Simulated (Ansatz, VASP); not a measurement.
# One calculation of CoSn, two programs

INCAR

```
SYSTEM = CoSn
  ALGO = Fast
  EDIFF = 1E-7
  ENCUT = 520
  GGA = PE
  ISIF = 2
  ISMEAR = 0
  LASPH = .True.
  LCHARG = .False.
  LREAL = .False.
  LWAVE = .False.
  NBANDS = 44
  NELM = 100
  PREC = Accurate
  SIGMA = 0.15
```

File KPOINTS:

```
k-points
0
Gamma
  12 12 12
  0 0 0
```

POSCAR

```
CoSn
1.0
    5.4458624855      0.0000000000      0.0000000000
   -2.7229312428      4.7162552580      0.0000000000
    0.0000000000      0.0000000000      4.0015518944
Co Sn
3 3
Direct
    0.0000000000      0.5000000000      0.0000000000
    0.5000000000      0.5000000000      0.0000000000
    0.5000000000      0.0000000000      0.0000000000
    0.6666666667      0.3333333333      0.5000000000
    0.3333333333      0.6666666667      0.5000000000
    0.0000000000      0.0000000000      0.0000000000
```

Input for Ansatz:

```yaml
crystal:
  lattice:
    - [5.4458624855, 0.0, 0.0]
    - [-2.7229312428, 4.716255258, 0.0]
    - [0.0, 0.0, 4.0015518944]
  atoms:
    - { symbol: Co, position: [0.0, 0.5, 0.0] }
    - { symbol: Co, position: [0.5, 0.5, 0.0] }
    - { symbol: Co, position: [0.5, 0.0, 0.0] }
    - { symbol: Sn, position: [0.6666666667, 0.3333333333, 0.5] }
    - { symbol: Sn, position: [0.3333333333, 0.6666666667, 0.5] }
    - { symbol: Sn, position: [0.0, 0.0, 0.0] }
basis:
  ecutwfc: 420
kpoints:
  mp_grid: { grid: [12, 12, 12] }
hamiltonian:
  xc: pbe
scf:
  occupations: { method: gaussian, width: 0.15 }
output:
  forces: true
  stress: true
  eigenvalues: true
```

Alike in both runs: task single point; functional PBE; k mesh 12 × 12 × 12; occupations gaussian, width 0.15 eV; no spin polarisation.

```csv
,VASP,Ansatz
version,VASP 6.6.1,Ansatz 0.2.0
potentials or method,"VASP PAW PBE potentials, release 64 (Co, Sn_d), cutoff 520 eV","scalar-relativistic, plane waves, PAW"
valence electrons in the cell,69,93
```

VASP gave:

```
gap on the k mesh at the Fermi level (eV)                     : none
pressure (GPa)                                                : 0.9
traceless stress, the component that is largest in VASP (GPa) : 10.22
```

Problem. Which values does Ansatz return?

Solution. gap on the k mesh at the Fermi level (eV): none; pressure (GPa): 1.0; traceless stress, the component that is largest in VASP (GPa): 10.35.

A gap of «none» marks a metal or a gap that the smearing closes. VASP's potentials hold 69 valence electrons a cell and Ansatz's 93, so a difference there can come from the potentials and not from the codes.
